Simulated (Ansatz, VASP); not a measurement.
WSe2 in VASP and in Ansatz

File INCAR:

```
SYSTEM = WSe2
PREC = Accurate ; ENCUT = 400
EDIFF = 1E-8 ; ISMEAR = -1
SIGMA = 0.08 ; LREAL = .FALSE.
LASPH = .TRUE. ; NELM = 120
ALGO = Normal ; ISIF = 2
LWAVE = .FALSE. ; LCHARG = .FALSE.
GGA = PE ; LEFG = .TRUE.
NBANDS = 35 ; GGA_COMPAT = .FALSE.
```

File KPOINTS:

```
Automatic mesh
0
G
  11 11 3
  0 0 0
```

File POSCAR:

```
WSe2
1.0
    3.2899984505      0.0000000000      0.0000000000
   -1.6449992252      2.8492222365      0.0000000000
    0.0000000000      0.0000000000     12.5809000000
W Se
2 4
Direct
    0.3333333333      0.6666666667      0.2500000000
    0.6666666667      0.3333333333      0.7500000000
    0.3333333333      0.6666666667      0.6210000000
    0.6666666667      0.3333333333      0.1210000000
    0.3333333333      0.6666666667      0.8790000000
    0.6666666667      0.3333333333      0.3790000000
```

Input for Ansatz:

```yaml
crystal:
  lattice:
    - [3.2899984505, 0.0, 0.0]
    - [-1.6449992252, 2.8492222365, 0.0]
    - [0.0, 0.0, 12.5809]
  atoms:
    - { symbol: W, position: [0.3333333333, 0.6666666667, 0.25] }
    - { symbol: W, position: [0.6666666667, 0.3333333333, 0.75] }
    - { symbol: Se, position: [0.3333333333, 0.6666666667, 0.621] }
    - { symbol: Se, position: [0.6666666667, 0.3333333333, 0.121] }
    - { symbol: Se, position: [0.3333333333, 0.6666666667, 0.879] }
    - { symbol: Se, position: [0.6666666667, 0.3333333333, 0.379] }
kpoints:
  mp_grid: { grid: [11, 11, 3] }
scf:
  occupations: { method: fermi_dirac, width: 0.08 }
hamiltonian:
  xc: pbe
  pseudopotentials: { kind: all_electron, datasets: crystal }
output:
  forces: true
  stress: true
  eigenvalues: true
  efg: { contact_densities: true }
```

Change from the starting cell: zz strain of -3 %, crystal datasets.

Alike in both runs: task electric field gradients; functional PBE; k mesh 11 × 11 × 3; occupations fermi-dirac, width 0.08 eV; no spin polarisation.

```csv
,VASP,Ansatz
version,VASP 6.6.1,Ansatz 0.2.0
potentials or method,"VASP PAW PBE potentials, release 64 (W_sv, Se), cutoff 400 eV","all-electron PAW with datasets made for the crystal, scalar-relativistic"
```

|  | VASP | Ansatz | Ansatz less VASP |
| --- | --- | --- | --- |
| pressure (GPa) | 9.4 | 9.1 | -0.32 |
| traceless stress, the component that is largest in VASP (GPa) | 4.54 | 4.44 | -0.102 |
| rms of the force components (eV/Å) | 0.527 | 0.502 | -0.0251 |
| size of Vzz on the site where it differs most (V/Å²) | 178.0 | 197.1 | +19.09 |

Atom by atom the forces differ by 0.025 eV/Å (rms over components). Ansatz ran all-electron here, and VASP with PAW potentials.

Neither program's run includes spin-orbit coupling.
